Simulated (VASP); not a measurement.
# Au in VASP: notebook

Runs on Au. Level: PBEsol. Tasks: single point.

Everything below comes from runs of VASP 6.6.1. Logs are shortened: lines on timing, memory, paths and dates and some standing lists are left out, and cuts for length are marked.

### 1 The cell of the first run

It takes space group Fm-3m (No. 225, cubic). The conventional cell has a = 4.214 Å, b = 4.214 Å, c = 4.214 Å, α = 90.00°, β = 90.00°, γ = 90.00°. Within 3.9 Å of Au (site symmetry m-3m) lie 12 Au at 2.98 Å.

### 2 Single point, PBEsol (strain +0.030 along x and y, +0.030 along z)

Input file INCAR:

```
SYSTEM = Au
PREC = Accurate ; ENCUT = 520
EDIFF = 1E-6 ; ISMEAR = 0
SIGMA = 0.15 ; LREAL = .FALSE.
LASPH = .TRUE. ; NELM = 100
ALGO = Normal ; ISIF = 2
LWAVE = .FALSE. ; LCHARG = .FALSE.
GGA = PS ; NBANDS = 12
```

Input file KPOINTS:

```
regular mesh
0
G
  20 20 20
  0 0 0
```

Input file POSCAR:

```
Au
1.0
    0.0000000000      2.1068650000      2.1068650000
    2.1068650000      0.0000000000      2.1068650000
    2.1068650000      2.1068650000      0.0000000000
Au
1
Direct
    0.0000000000      0.0000000000      0.0000000000
```

Potentials or basis: VASP PAW PBE potentials, release 64 (Au).

Command:

```bash
> cat potpaw_PBE.64/Au/POTCAR > POTCAR
> mpirun -np 1 vasp_std > vasp.out
```

OUTCAR:

```text
SYSTEM = Au
   PREC = Accurate
   ENCUT = 520
   EDIFF = 1E-6
   ISMEAR = 0
   LREAL = .FALSE.
   LASPH = .TRUE.
   NELM = 100
   ISIF = 2
   GGA = PS

 ion  position               nearest neighbor table
   1  0.000  0.000  0.000-

  LATTYP: Found a face centered cubic cell.
 ALAT       =     4.2137300000

  Lattice vectors:

 A1 = (   0.0000000000,   2.1068650000,   2.1068650000)
 A2 = (   2.1068650000,   0.0000000000,   2.1068650000)
 A3 = (   2.1068650000,   2.1068650000,   0.0000000000)

Analysis of symmetry for initial positions (statically):
=====================================================================
 Subroutine PRICEL returns:
 Original cell was already a primitive cell.

 Routine SETGRP: Setting up the symmetry group for a
 face centered cubic supercell.

 Subroutine GETGRP returns: Found 48 space group operations
 (whereof 48 operations were pure point group operations)
 out of a pool of 48 trial point group operations.

The static configuration has the point symmetry O_h .

Analysis of symmetry for dynamics (positions and initial velocities):
=====================================================================
 Subroutine PRICEL returns:
 Original cell was already a primitive cell.

 Routine SETGRP: Setting up the symmetry group for a
 face centered cubic supercell.

 Subroutine GETGRP returns: Found 48 space group operations
 (whereof 48 operations were pure point group operations)
 out of a pool of 48 trial point group operations.

The dynamic configuration has the point symmetry O_h .

 Subroutine INISYM returns: Found 48 space group operations
 (whereof 48 operations are pure point group operations),
 and found     1 'primitive' translations

----------------------------------------------------------------------------------------

                                     Primitive cell

  volume of cell :      18.7042

  direct lattice vectors                    reciprocal lattice vectors
     0.000000000  2.106865000  2.106865000    -0.237319430  0.237319430  0.237319430
     2.106865000  0.000000000  2.106865000     0.237319430 -0.237319430  0.237319430
     2.106865000  2.106865000  0.000000000     0.237319430  0.237319430 -0.237319430

  length of vectors
     2.979557057  2.979557057  2.979557057     0.411049310  0.411049310  0.411049310

  position of ions in fractional coordinates (direct lattice)
     0.000000000  0.000000000  0.000000000

  ion indices of the primitive-cell ions
   primitive index   ion index
                 1           1

----------------------------------------------------------------------------------------

 KPOINTS: regular mesh

Automatic generation of k-mesh.
 Grid dimensions read from file:
 generate k-points for:   20   20   20

 Generating k-lattice:

  Cartesian coordinates                     Fractional coordinates (reciprocal lattice)
    -0.011865971  0.011865971  0.011865971     0.050000000  0.000000000  0.000000000
     0.011865971 -0.011865971  0.011865971     0.000000000  0.050000000  0.000000000
     0.011865971  0.011865971 -0.011865971     0.000000000  0.000000000  0.050000000

  Length of vectors
     0.020552465  0.020552465  0.020552465

  Shift w.r.t. Gamma in fractional coordinates (k-lattice)
     0.000000000  0.000000000  0.000000000

 Subroutine IBZKPT returns following result:
 ===========================================

 Found    256 irreducible k-points:

 Following reciprocal coordinates:
            Coordinates               Weight
  0.000000  0.000000  0.000000      1.000000
  0.050000  0.000000  0.000000      8.000000
  0.100000  0.000000  0.000000      8.000000
  0.150000  0.000000  0.000000      8.000000
  0.200000  0.000000  0.000000      8.000000
  0.250000  0.000000  0.000000      8.000000
[... 16 lines left out ...]
 -0.400000  0.050000  0.000000     24.000000
 -0.350000  0.050000  0.000000     24.000000
 [... further k-points ...]
   k-points           NKPTS =    256   k-points in BZ     NKDIM =    256   number of bands    NBANDS=     12
   number of dos      NEDOS =    301   number of ions     NIONS =      1
   total plane-waves  NPLWV =  13824
   dimension x,y,z NGX =    24 NGY =   24 NGZ =   24
   dimension x,y,z NGXF=    48 NGYF=   48 NGZF=   48
   ions per type =               1
   NGX,Y,Z   is equivalent  to a cutoff of  13.39, 13.39, 13.39 a.u.
   NGXF,Y,Z  is equivalent  to a cutoff of  26.78, 26.78, 26.78 a.u.
 SYSTEM =  Au
   PREC   = accura    normal or accurate (medium, high low for compatibility)
   ISTART =      0    job   : 0-new  1-cont  2-samecut
   ICHARG =      2    charge: 1-file 2-atom 10-const
   ISPIN  =      1    spin polarized calculation?
   LNONCOLLINEAR =      F non collinear calculations
   LSORBIT =      F    spin-orbit coupling
   LASPH  =      T    aspherical Exc in radial PAW
   ENCUT  =  520.0 eV  38.22 Ry    6.18 a.u.   5.54  5.54  5.54*2*pi/ulx,y,z
   NELM   =    100;   NELMIN=  2; NELMDL= -5     # of ELM steps
   EDIFF  = 0.1E-05   stopping-criterion for ELM
   LREAL  =      F    real-space projection
   EDIFFG = 0.1E-04   stopping-criterion for IOM
   NSW    =      0    number of steps for IOM
   IBRION =     -1    ionic relax: 0-MD 1-quasi-New 2-CG
   NFREE  =      0    steps in history (QN), initial steepest desc. (CG)
   ISIF   =      2    stress and relaxation
   ISYM   =      2    0-nonsym 1-usesym 2-fastsym
   POTIM  = 0.5000    time-step for ionic-motion
   TEBEG  =    0.0;   TEEND  =   0.0 temperature during run
   PSTRESS=    0.0 pullay stress
   NELECT =      11.0000    total number of electrons
   NUPDOWN=      -1.0000    fix difference up-down
   EMIN   =  10.00;   EMAX   =-10.00  energy-range for DOS
   EFERMI =   0.00;   METHOD = LEGACY
   ISMEAR =     0;   SIGMA  =   0.15  broadening in eV -4-tet -1-fermi 0-gaus
   EFERMI_NEDOS =   21; number of points for ismear=-14 and -15
   IALGO  =     38    algorithm
   IMIX   =      4    mixing-type and parameters
     AMIX     =   0.40;   BMIX     =  1.00
     AMIX_MAG =   1.60;   BMIX_MAG =  1.00
  volume/ion in A,a.u.               =      18.70       126.22
  Fermi-wavevector in a.u.,A,eV,Ry     =   1.371594  2.591937 25.596246  1.881271
  Thomas-Fermi vector in A             =   2.497277
   LORBIT       =      0    0 simple, 1 ext, 2 COOP (PROOUT), +10 PAW based schemes
   GGA     = PS    functional components
   LHFCALC =     F    Hartree Fock is set to
   AEXX    =    0.0000 exact exchange contribution
   IVDW    =     0    specifies the selected vdW correction
   LEPSILON=     F    determine dielectric tensor
   LRPA    =     F    only Hartree local field effects (RPA)
 non-spin polarized calculation
 Gauss-broadening in eV      SIGMA  =   0.15
  energy-cutoff  :      520.00
  volume of cell :       18.70
 maximum number of plane-waves:       531
 NGX is ok and might be reduce to    24
   NGX = 11   NGY = 11   NGZ = 11

 number of electron      10.9999999 magnetization

 Free energy of the ion-electron system (eV)
  ---------------------------------------------------
  ext. energy  EPLUGINS =         0.00000000
  ---------------------------------------------------
  free energy    TOTEN  =        -3.85138357 eV

  energy without entropy =       -3.84851248  energy(sigma->0) =       -3.84994802

 E-fermi :   7.7515     XC(G=0): -12.3396

 val. band max:        7.7434389246   @ k =   0.4500   0.4000   0.0000
 cond. band min:       7.8039889945   @ k =   0.5000   0.3000   0.1000
 fundamental gap:      0.0605500699
 Fermi energy:         7.7515300231

 k-point     1 :       0.0000    0.0000    0.0000
  band No.  band energies     occupation
      1      -1.1709      2.00000
      2       3.5939      2.00000
      3       3.5939      2.00000
      4       3.5939      2.00000
      5       4.8911      2.00000
      6       4.8911      2.00000
      7      22.3820      0.00000
      8      25.8393      0.00000
      9      25.8393      0.00000
     10      25.8393      0.00000
     11      30.4236      0.00000
     12      34.1490      0.00000

 k-point     2 :       0.0500    0.0000    0.0000
  band No.  band energies     occupation
      1      -1.0904      2.00000
      2       3.5698      2.00000
      3       3.6204      2.00000
      4       3.6204      2.00000
      5       4.8796      2.00000
      6       4.8796      2.00000
      7      22.4640      0.00000
      8      25.2367      0.00000
      9      25.9192      0.00000
     10      25.9192      0.00000
     11      30.8809      0.00000
     12      33.1258      0.00000

 k-point     3 :       0.1000    0.0000    0.0000
  band No.  band energies     occupation
      1      -0.8537      2.00000
      2       3.5066      2.00000
      3       3.6916      2.00000
      4       3.6916      2.00000
      5       4.8542      2.00000
      6       4.8542      2.00000
      7      22.6249      0.00000
      8      23.9656      0.00000
      9      26.1421      0.00000
     10      26.1421      0.00000
     11      30.6697      0.00000
     12      32.6626      0.00000
[... 286 lines left out ...]
 k-point    23 :      -0.4000    0.0500    0.0000
  band No.  band energies     occupation
      1       1.3245      2.00000
      2       3.5906      2.00000
      3       3.6491      2.00000
      4       5.2920      2.00000
      5       5.6811      2.00000
      6       6.4749      2.00000
      7      12.1587      0.00000
      8      22.0351      0.00000
      9      23.8132      0.00000
     10      24.8171      0.00000
     11      30.8431      0.00000
     12      31.1638      0.00000

 k-point    24 :      -0.3500    0.0500    0.0000
  band No.  band energies     occupation
      1       1.2668      2.00000
      2       3.6590      2.00000
      3       3.7112      2.00000
      4       4.6275      2.00000
      5       5.4471      2.00000
      6       5.9335      2.00000
      7      13.8977      0.00000
      8      22.3222      0.00000
      9      24.1641      0.00000
     10      25.6363      0.00000
     11      30.0730      0.00000
     12      30.7474      0.00000

 [... further k-points ...]

------------------------ aborting loop because EDIFF is reached ----------------------------------------

  FORCE on cell =-STRESS in cart. coord.  units (eV):
  Direction    XX          YY          ZZ          XY          YZ          ZX
  --------------------------------------------------------------------------------------
  -------------------------------------------------------------------------------------
  Total       -1.4849942     -1.4849942     -1.4849942     -0.0000000      0.0000000      0.0000000
  in kB     -127.2023717   -127.2023717   -127.2023717     -0.0000000      0.0000000      0.0000000
  external PRESSURE =    -127.2023717 kB  Pullay stress =       0.0000000 kB

 VOLUME and BASIS-vectors are now :
 -----------------------------------------------------------------------------
  energy-cutoff  :      520.00
  volume of cell :       18.70
      direct lattice vectors                 reciprocal lattice vectors
     0.000000000  2.106865000  2.106865000    -0.237319430  0.237319430  0.237319430
     2.106865000  0.000000000  2.106865000     0.237319430 -0.237319430  0.237319430
     2.106865000  2.106865000  0.000000000     0.237319430  0.237319430 -0.237319430

 POSITION                                       TOTAL-FORCE (eV/Angst)
 -----------------------------------------------------------------------------------
      0.00000      0.00000      0.00000         0.000000      0.000000      0.000000
 -----------------------------------------------------------------------------------
    total drift:                               -0.000000      0.000000      0.000000

  FREE ENERGIE OF THE ION-ELECTRON SYSTEM (eV)
  ---------------------------------------------------
  free  energy   TOTEN  =        -3.8513835664 eV

  energy  without entropy=       -3.8485124813  energy(sigma->0) =       -3.84994802
```

It took 21 s on 1 thread of Intel Xeon Platinum 8488C (Sapphire Rapids), shared host; peak memory 0.18 GiB.

What came out:

```
Free energy : -3.8514 eV
Pressure    : -12.7 GPa
```

Caveat: the cell differs from its parent crystal (strain +0.030 along x and y, +0.030 along z); the PAW data sets were made with another functional, which shifts forces and pressure a little; spin-orbit coupling is left out, which moves the levels of the heavy elements.

(Continued in part 2 of 2.)
